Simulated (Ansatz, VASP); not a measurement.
Two plane-wave programs on MgO

POSCAR

```
MgO
1.0
    2.9380209034      0.0000000000      0.0000000000
   -1.4690104517      2.5444007392      0.0000000000
    0.0000000000      0.0000000000      2.6796800000
Mg O
1 1
Direct
    0.0050860511     -0.0138953501      0.0000000000
    0.3333333333      0.6666666667      0.5000000000
```

Contents of INCAR.step1:

```
SYSTEM = MgO
PREC = Accurate
ENCUT = 520
ISMEAR = 0
SIGMA = 0.05
LREAL = .False.
LASPH = .True.
NELM = 80
NBANDS = 11
GGA = PE
ALGO = Normal
EDIFF = 1E-4
LWAVE = .True.
LCHARG = .False.
```

INCAR.step2

```
SYSTEM = MgO
PREC = Accurate
ENCUT = 520
EDIFF = 1E-7
ISMEAR = 0
SIGMA = 0.05
LREAL = .False.
LASPH = .True.
NELM = 80
ALGO = Normal
ISIF = 2
LWAVE = .False.
LCHARG = .False.
METAGGA = R2SCAN
LMIXTAU = .True.
NBANDS = 11
ISTART = 1
```

Contents of KPOINTS:

```
Automatic mesh
0
Gamma
  9 9 8
  0 0 0
```

Input for Ansatz:

```yaml
crystal:
  lattice:
    - [2.9380209034, 0.0, 0.0]
    - [-1.4690104517, 2.5444007392, 0.0]
    - [0.0, 0.0, 2.67968]
  atoms:
    - { symbol: Mg, position: [0.0050860511, -0.0138953501, 0.0] }
    - { symbol: O, position: [0.3333333333, 0.6666666667, 0.5] }
basis:
  ecutwfc: 500
kpoints:
  mp_grid: { grid: [9, 9, 8] }
hamiltonian:
  xc: r2scan
scf:
  occupations: { method: gaussian, width: 0.05 }
output:
  forces: true
  stress: true
  eigenvalues: true
```

Change from the starting cell: all Mg atoms moved +0.050 Å, as atom 1 along Cartesian [1 -1 0].

Alike in both runs: task single point; functional r2SCAN; k mesh 9 × 9 × 8; occupations gaussian, width 0.05 eV; no spin polarisation.

|  | VASP | Ansatz |
| --- | --- | --- |
| version | VASP 6.6.1 | Ansatz 0.2.0 |
| potentials or method | VASP PAW PBE potentials, release 64 (Mg, O), cutoff 520 eV | scalar-relativistic, plane waves, PAW |
| valence electrons in the cell | 8 | 16 |

VASP gave:

```
gap on the k mesh at the Fermi level (eV)                     : 3.76
least direct gap on the mesh (eV)                             : 4.17
pressure (GPa)                                                : -6.1
traceless stress, the component that is largest in VASP (GPa) : -0.65
rms of the force components (eV/Å)                            : 0.104
```

Question: Which values does Ansatz return?

Answer: gap on the k mesh at the Fermi level (eV): 3.79; least direct gap on the mesh (eV): 4.19; pressure (GPa): -5.1; traceless stress, the component that is largest in VASP (GPa): -0.50; rms of the force components (eV/Å): 0.104.

VASP's potentials were made for PBE, not for r2SCAN. Atom by atom the forces differ by 0.001 eV/Å (rms over components). The functional is the same, so the differences come from potentials, cutoffs and numerics. VASP's potentials hold 8 valence electrons a cell and Ansatz's 16, so a difference there can come from the potentials and not from the codes.
